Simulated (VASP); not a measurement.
# BaHfAu (P4/nmm) in VASP: single point with PBE

Aim: the single point of BaHfAu with PBE.

All numbers are computed with VASP 6.6.1; they aren't measurements. Logs are shortened: lines on timing, memory, paths and dates and some standing lists are left out, and cuts for length are marked.

**1. The cell of the first run**

It takes space group P4/nmm (No. 129, tetragonal). The conventional cell has a = 4.626 Å, b = 4.626 Å, c = 8.089 Å, α = 90.00°, β = 90.00°, γ = 90.00°. Within 3.5 Å of Au (site symmetry -4m2) lie 4 Ba at 2.68 Å and 4 Au at 3.27 Å and 4 Hf at 3.42 Å. Ba (site symmetry 4mm) has 4 Au at 2.68 Å and 4 Hf at 3.47 Å within 3.5 Å. Hf (site symmetry 4mm) has 4 Au at 3.42 Å and 6 Ba at 3.47 to 4.21 Å and 8 Hf at 4.47 to 4.63 Å within 4.7 Å.

**2. Single point, PBE**

File INCAR:

```
PREC     = Accurate       # precision mode
ENCUT    = 500            # plane-wave cutoff, eV
EDIFF    = 1E-6           # SCF threshold, eV
ISMEAR   = -1             # smearing method
SIGMA    = 0.1            # smearing width, eV
LREAL    = False          # projectors in reciprocal space
LASPH    = True           # aspherical terms in the spheres
NELM     = 120            # most SCF steps
ALGO     = Normal         # electronic algorithm
ISIF     = 2              # what is computed and relaxed
LWAVE    = False          # write WAVECAR
LCHARG   = False          # write CHGCAR
GGA      = PE             # functional
NBANDS   = 40             # bands
GGA_COMPAT= False
```

File KPOINTS:

```
Automatic mesh
0
Gamma
  7 7 4
```

File POSCAR:

```
BaHfAu
1.0
    4.6260680000      0.0000000000      0.0000000000
    0.0000000000      4.6260680000      0.0000000000
    0.0000000000      0.0000000000      8.0893770000
Au Ba Hf
2 2 2
Direct
    0.0000000000      0.0000000000      0.0000000000
    0.5000000000      0.5000000000      0.0000000000
    0.0000000000      0.5000000000      0.1680000000
    0.5000000000      0.0000000000      0.8320000000
    0.0000000000      0.5000000000      0.6880000000
    0.5000000000      0.0000000000      0.3120000000
```

Potentials or basis: VASP PAW PBE potentials, release 64 (Au, Ba_sv, Hf_pv).

Started as:

```
$ cat potpaw_PBE.64/Au/POTCAR potpaw_PBE.64/Ba_sv/POTCAR potpaw_PBE.64/Hf_pv/POTCAR > POTCAR
$ mpirun -np 1 vasp_std > vasp.out
```

OUTCAR:

```text
PREC = Accurate
   ENCUT = 500
   EDIFF = 1E-6
   ISMEAR = -1
   LREAL = False
   LASPH = True
   NELM = 120
   ISIF = 2
   GGA = PE

 ion  position               nearest neighbor table
   1  0.000  0.000  0.000-   3 2.68   4 2.68   3 2.68   4 2.68   2 3.27   2 3.27   2 3.27   2 3.27
                             5 3.42   6 3.42   6 3.42   5 3.42
   2  0.500  0.500  0.000-   3 2.68   4 2.68   4 2.68   3 2.68   1 3.27   1 3.27   1 3.27   1 3.27
                             5 3.42   6 3.42   5 3.42   6 3.42
   3  0.000  0.500  0.168-   1 2.68   2 2.68   1 2.68   2 2.68   6 3.47   6 3.47   6 3.47   6 3.47
                             5 3.88   5 4.21   4 4.25   4 4.25   4 4.25   4 4.25
   4  0.500  0.000  0.832-   1 2.68   2 2.68   2 2.68   1 2.68   5 3.47   5 3.47   5 3.47   5 3.47
                             6 3.88   6 4.21   3 4.25   3 4.25   3 4.25   3 4.25
   5  0.000  0.500  0.688-   1 3.42   2 3.42   1 3.42   2 3.42   4 3.47   4 3.47   4 3.47   4 3.47
                             3 3.88   3 4.21
   6  0.500  0.000  0.312-   1 3.42   2 3.42   2 3.42   1 3.42   3 3.47   3 3.47   3 3.47   3 3.47
                             4 3.88   4 4.21

  LATTYP: Found a simple tetragonal cell.
 ALAT       =     4.6260680000
 C/A-ratio  =     1.7486506900

  Lattice vectors:

 A1 = (   4.6260680000,   0.0000000000,   0.0000000000)
 A2 = (   0.0000000000,   4.6260680000,   0.0000000000)
 A3 = (   0.0000000000,   0.0000000000,   8.0893770000)

Analysis of symmetry for initial positions (statically):
=====================================================================
 Subroutine PRICEL returns:
 Original cell was already a primitive cell.

 Routine SETGRP: Setting up the symmetry group for a
 simple tetragonal supercell.

 Subroutine GETGRP returns: Found 16 space group operations
 (whereof  8 operations were pure point group operations)
 out of a pool of 16 trial point group operations.

The static configuration has the point symmetry D_2d.
 The point group associated with its full space group is D_4h.

Analysis of symmetry for dynamics (positions and initial velocities):
=====================================================================
 Subroutine PRICEL returns:
 Original cell was already a primitive cell.

 Routine SETGRP: Setting up the symmetry group for a
 simple tetragonal supercell.

 Subroutine GETGRP returns: Found 16 space group operations
 (whereof  8 operations were pure point group operations)
 out of a pool of 16 trial point group operations.

The dynamic configuration has the point symmetry D_2d.
 The point group associated with its full space group is D_4h.

 Subroutine INISYM returns: Found 16 space group operations
 (whereof  8 operations are pure point group operations),
 and found     1 'primitive' translations

----------------------------------------------------------------------------------------

                                     Primitive cell

  volume of cell :     173.1168

  direct lattice vectors                    reciprocal lattice vectors
     4.626068000  0.000000000  0.000000000     0.216166299  0.000000000  0.000000000
     0.000000000  4.626068000  0.000000000     0.000000000  0.216166299  0.000000000
     0.000000000  0.000000000  8.089377000     0.000000000  0.000000000  0.123618914

  length of vectors
     4.626068000  4.626068000  8.089377000     0.216166299  0.216166299  0.123618914

  position of ions in fractional coordinates (direct lattice)
     0.000000000  0.000000000  0.000000000
     0.500000000  0.500000000  0.000000000
     0.000000000  0.500000000  0.168000000
     0.500000000  0.000000000  0.832000000
     0.000000000  0.500000000  0.688000000
     0.500000000  0.000000000  0.312000000

  ion indices of the primitive-cell ions
   primitive index   ion index
                 1           1
                 2           2
                 3           3
                 4           4
                 5           5
                 6           6

----------------------------------------------------------------------------------------

 KPOINTS: Automatic mesh

Automatic generation of k-mesh.
 Grid dimensions read from file:
 generate k-points for:    7    7    4

 Generating k-lattice:

  Cartesian coordinates                     Fractional coordinates (reciprocal lattice)
     0.030880900  0.000000000  0.000000000     0.142857143  0.000000000  0.000000000
     0.000000000  0.030880900  0.000000000     0.000000000  0.142857143  0.000000000
     0.000000000  0.000000000  0.030904729     0.000000000  0.000000000  0.250000000

  Length of vectors
     0.030880900  0.030880900  0.030904729

  Shift w.r.t. Gamma in fractional coordinates (k-lattice)
     0.000000000  0.000000000  0.000000000

 Subroutine IBZKPT returns following result:
 ===========================================

 Found     30 irreducible k-points:

 Following reciprocal coordinates:
            Coordinates               Weight
  0.000000  0.000000  0.000000      1.000000
  0.142857  0.000000  0.000000      4.000000
  0.285714  0.000000  0.000000      4.000000
  0.428571  0.000000  0.000000      4.000000
  0.142857  0.142857  0.000000      4.000000
  0.285714  0.142857  0.000000      8.000000
[... 16 lines left out ...]
  0.285714  0.000000  0.500000      4.000000
  0.428571  0.000000  0.500000      4.000000
 [... further k-points ...]
   k-points           NKPTS =     30   k-points in BZ     NKDIM =     30   number of bands    NBANDS=     40
   number of dos      NEDOS =    301   number of ions     NIONS =      6
   total plane-waves  NPLWV =  77760
   dimension x,y,z NGX =    36 NGY =   36 NGZ =   60
   dimension x,y,z NGXF=    72 NGYF=   72 NGZF=  120
   ions per type =               2   2   2
   NGX,Y,Z   is equivalent  to a cutoff of  12.94, 12.94, 12.33 a.u.
   NGXF,Y,Z  is equivalent  to a cutoff of  25.87, 25.87, 24.66 a.u.
 SYSTEM =  unknown system
   PREC   = accura    normal or accurate (medium, high low for compatibility)
   ISTART =      0    job   : 0-new  1-cont  2-samecut
   ICHARG =      2    charge: 1-file 2-atom 10-const
   ISPIN  =      1    spin polarized calculation?
   LNONCOLLINEAR =      F non collinear calculations
   LSORBIT =      F    spin-orbit coupling
   LASPH  =      T    aspherical Exc in radial PAW
   ENCUT  =  500.0 eV  36.75 Ry    6.06 a.u.   8.43  8.43 14.75*2*pi/ulx,y,z
   NELM   =    120;   NELMIN=  2; NELMDL= -5     # of ELM steps
   EDIFF  = 0.1E-05   stopping-criterion for ELM
   LREAL  =      F    real-space projection
   EDIFFG = 0.1E-04   stopping-criterion for IOM
   NSW    =      0    number of steps for IOM
   IBRION =     -1    ionic relax: 0-MD 1-quasi-New 2-CG
   NFREE  =      0    steps in history (QN), initial steepest desc. (CG)
   ISIF   =      2    stress and relaxation
   ISYM   =      2    0-nonsym 1-usesym 2-fastsym
   POTIM  = 0.5000    time-step for ionic-motion
   TEBEG  =    0.0;   TEEND  =   0.0 temperature during run
   PSTRESS=    0.0 pullay stress
   NELECT =      62.0000    total number of electrons
   NUPDOWN=      -1.0000    fix difference up-down
   EMIN   =  10.00;   EMAX   =-10.00  energy-range for DOS
   EFERMI =   0.00;   METHOD = LEGACY
   ISMEAR =    -1;   SIGMA  =   0.10  broadening in eV -4-tet -1-fermi 0-gaus
   EFERMI_NEDOS =   21; number of points for ismear=-14 and -15
   IALGO  =     38    algorithm
   IMIX   =      4    mixing-type and parameters
     AMIX     =   0.40;   BMIX     =  1.00
     AMIX_MAG =   1.60;   BMIX_MAG =  1.00
  volume/ion in A,a.u.               =      28.85       194.71
  Fermi-wavevector in a.u.,A,eV,Ry     =   1.162588  2.196972 18.389770  1.351610
  Thomas-Fermi vector in A             =   2.299147
   LORBIT       =      0    0 simple, 1 ext, 2 COOP (PROOUT), +10 PAW based schemes
   GGA     = PE    functional components
   LHFCALC =     F    Hartree Fock is set to
   AEXX    =    0.0000 exact exchange contribution
   IVDW    =     0    specifies the selected vdW correction
   LEPSILON=     F    determine dielectric tensor
   LRPA    =     F    only Hartree local field effects (RPA)
 non-spin polarized calculation
  energy-cutoff  :      500.00
  volume of cell :      173.12
 maximum number of plane-waves:      4426
 NGX is ok and might be reduce to    36
   NGX = 17   NGY = 17   NGZ = 29

 number of electron      61.9999994 magnetization

 Free energy of the ion-electron system (eV)
  ---------------------------------------------------
  ext. energy  EPLUGINS =         0.00000000
  ---------------------------------------------------
  free energy    TOTEN  =       -20.11637389 eV

  energy without entropy =      -19.78743726  energy(sigma->0) =      -19.95190557

 E-fermi :   4.4290     XC(G=0):  -9.9665

 val. band max:        4.4275979450   @ k =   0.2857   0.0000   0.0000
 cond. band min:       4.4297569941   @ k =   0.0000   0.0000   0.2500
 fundamental gap:      0.0021590491
 Fermi energy:         4.4290370268

 k-point     1 :       0.0000    0.0000    0.0000
  band No.  band energies     occupation
      1     -27.8400      2.00000
      2     -27.8400      2.00000
      3     -27.8371      2.00000
      4     -27.8371      2.00000
      5     -27.7626      2.00000
      6     -27.7561      2.00000
[... 32 lines left out ...]
     39       6.4494      0.00000
     40       6.4494      0.00000

 k-point     2 :       0.1429    0.0000    0.0000
  band No.  band energies     occupation
      1     -27.8411      2.00000
      2     -27.8397      2.00000
      3     -27.8385      2.00000
      4     -27.8371      2.00000
      5     -27.7621      2.00000
      6     -27.7563      2.00000
[... 32 lines left out ...]
     39       6.6661      0.00000
     40       6.9254      0.00000

 k-point     3 :       0.2857    0.0000    0.0000
  band No.  band energies     occupation
      1     -27.8436      2.00000
      2     -27.8417      2.00000
      3     -27.8391      2.00000
      4     -27.8372      2.00000
      5     -27.7608      2.00000
      6     -27.7568      2.00000
[... 853 lines left out ...]
  band No.  band energies     occupation
      1     -27.8436      2.00000
      2     -27.8417      2.00000
      3     -27.8391      2.00000
      4     -27.8372      2.00000
      5     -27.7603      2.00000
      6     -27.7573      2.00000
[... 32 lines left out ...]
     39       6.2924      0.00000
     40       6.9505      0.00000

 k-point    24 :       0.4286    0.0000    0.5000
  band No.  band energies     occupation
      1     -27.8453      2.00000
      2     -27.8446      2.00000
      3     -27.8383      2.00000
      4     -27.8376      2.00000
      5     -27.7590      2.00000
      6     -27.7579      2.00000
[... 32 lines left out ...]
     39       6.7699      0.00000
     40       7.3195      0.00000

 [... further k-points ...]
[... 5 lines left out ...]
  --------------------------------------------------------------------------------------
  -------------------------------------------------------------------------------------
  Total       26.0912008     26.0912008      9.3806311      0.0000000     -0.0000000      0.0000000
  in kB      241.4713158    241.4713158     86.8167533      0.0000000     -0.0000000      0.0000000
  external PRESSURE =     189.9197950 kB  Pullay stress =       0.0000000 kB

 VOLUME and BASIS-vectors are now :
 -----------------------------------------------------------------------------
  energy-cutoff  :      500.00
  volume of cell :      173.12
      direct lattice vectors                 reciprocal lattice vectors
     4.626068000  0.000000000  0.000000000     0.216166299  0.000000000  0.000000000
     0.000000000  4.626068000  0.000000000     0.000000000  0.216166299  0.000000000
     0.000000000  0.000000000  8.089377000     0.000000000  0.000000000  0.123618914

 POSITION                                       TOTAL-FORCE (eV/Angst)
 -----------------------------------------------------------------------------------
      0.00000      0.00000      0.00000        -0.000000      0.000000      0.000000
      2.31303      2.31303      0.00000         0.000000     -0.000000      0.000000
      0.00000      2.31303      1.35902        -0.000000     -0.000000      6.887346
      2.31303      0.00000      6.73036        -0.000000      0.000000     -6.887346
      0.00000      2.31303      5.56549        -0.000000      0.000000     -0.343152
      2.31303      0.00000      2.52389         0.000000     -0.000000      0.343152
 -----------------------------------------------------------------------------------
    total drift:                                0.000000      0.000000      0.000000

  FREE ENERGIE OF THE ION-ELECTRON SYSTEM (eV)
  ---------------------------------------------------
  free  energy   TOTEN  =       -20.1163738921 eV

  energy  without entropy=      -19.7874372558  energy(sigma->0) =      -19.95190557
```

Run time: 9.8 min. Hardware: 1 thread of AMD EPYC, shared host; peak memory 0.35 GiB.

What came out:

```
Free energy            : -20.1164 eV
Pressure               : 19.0 GPa
Largest force          : 6.887 eV/Å
Band gap on the k mesh : zero (bands 31 and 32 overlap by 0.51 eV)
```

Forces in eV/Å, atoms in the order of the input:
```
Au   0.000  0.000  0.000
Au   0.000  0.000  0.000
Ba   0.000  0.000  6.887
Ba   0.000  0.000 -6.887
Hf   0.000  0.000 -0.343
Hf   0.000  0.000  0.343
```

Caveat: the cell stands under pressure; spin-orbit coupling is left out, which moves the levels of the heavy elements; forces of over 1 eV/Å act on the atoms, so gaps and moduli don't describe the material at rest.
